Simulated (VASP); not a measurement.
Ru, 2 atoms in the cell. Symmetry: P6_3/mmc, No. 194, hexagonal system. The conventional cell has a = 2.719 Å, b = 2.719 Å, c = 4.096 Å, α = 90.00°, β = 90.00°, γ = 120.00°. Ru (site symmetry -6m2) has 12 Ru at 2.58 to 2.72 Å within 3.4 Å.  This cell differs from its parent crystal: volume 13.108 Å^3 an atom, c/a of the conventional cell 1.5067.

| Property | Result |
| --- | --- |
| Program | VASP 6.6.1 |
| Task | single point |
| Functional | PBEsol |
| Potentials or basis | VASP PAW PBE potentials, release 64 (Ru_pv) |
| Cutoff | 520 eV |
| k mesh | 21 × 21 × 12 |
| Occupations | gaussian, width 0.15 eV |
| Spin | no spin polarisation |
| Dipole correction | no |
| Further INCAR settings | ALGO = Fast; EDIFF = 1e-06; NBANDS = 21 |

Potentials or basis: VASP PAW PBE potentials, release 64 (Ru_pv).

The run is started by

```sh
$ cat potpaw_PBE.64/Ru_pv/POTCAR > POTCAR
$ mpirun -np 1 vasp_std > vasp.out
```

Hardware: 1 thread of Intel(R) Xeon(R) Platinum 8488C (Sapphire Rapids) (shared host).

Estimate the wall time of this run.

Wall time 92 s on 1 thread of Intel(R) Xeon(R) Platinum 8488C (Sapphire Rapids), on a shared host, peak memory 0.25 GiB. Counts: scf iterations 13, k points 336.
